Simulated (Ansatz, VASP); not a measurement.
## One calculation of TaVN2, two programs

File INCAR:

```
ALGO     = Normal         # electronic algorithm
EDIFF    = 1E-6           # SCF threshold, eV
ENCUT    = 520            # plane-wave cutoff, eV
GGA      = PS             # functional
ISIF     = 2              # what is computed and relaxed
ISMEAR   = -1             # smearing method
LASPH    = T              # aspherical terms in the spheres
LCHARG   = F              # write CHGCAR
LREAL    = F              # projectors in reciprocal space
LWAVE    = F              # write WAVECAR
NBANDS   = 25             # bands
NELM     = 100            # most SCF steps
PREC     = Accurate       # precision mode
SIGMA    = 0.05           # smearing width, eV
```

Contents of KPOINTS:

```
k-points
0
Gamma
  9 9 6
```

POSCAR

```
TaVN2
1.0
    3.0498670000      0.0000000000      0.0000000000
    0.0000000000      3.0498670000      0.0000000000
    0.0000000000      0.0000000000      4.2960620000
Ta V N
1 1 2
Direct
    0.0000000000      0.0000000000      0.0000000000
    0.5000000000      0.5000000000      0.5000000000
    0.5000000000      0.5000000000      0.0000000000
    0.0000000000      0.0000000000      0.5000000000
```

input.yaml

```yaml
crystal:
  lattice:
    - [3.049867, 0.0, 0.0]
    - [0.0, 3.049867, 0.0]
    - [0.0, 0.0, 4.296062]
  atoms:
    - { symbol: Ta, position: [0.0, 0.0, 0.0] }
    - { symbol: V, position: [0.5, 0.5, 0.5] }
    - { symbol: "N", position: [0.5, 0.5, 0.0] }
    - { symbol: "N", position: [0.0, 0.0, 0.5] }
kpoints:
  mp_grid: { grid: [9, 9, 6] }
scf:
  occupations: { method: fermi_dirac, width: 0.05 }
hamiltonian:
  xc: pbesol
  pseudopotentials: { kind: all_electron, lapw: { basis_error: 0.002 } }
output:
  forces: true
  stress: true
  eigenvalues: true
```

Alike in both runs: task single point; functional PBEsol; k mesh 9 × 9 × 6; occupations fermi-dirac, width 0.05 eV; no spin polarisation.

|  | VASP | Ansatz |
| --- | --- | --- |
| version | VASP 6.6.1 | Ansatz 0.2.0 |
| potentials or method | VASP PAW PBE potentials, release 64 (Ta_pv, V_sv, N), cutoff 520 eV | all-electron LAPW, scalar-relativistic |

```csv
,VASP,Ansatz,Ansatz less VASP
gap on the k mesh at the Fermi level (eV),none,none,-
pressure (GPa),-11.8,-12.7,-0.82
"traceless stress, the component that is largest in VASP (GPa)",-1.70,-1.73,-0.028
```

VASP's potentials were made for PBE, not for PBEsol. A gap of «none» marks a metal or a gap that the smearing closes. Ansatz ran all-electron here, and VASP with PAW potentials.

Neither program's run includes spin-orbit coupling.
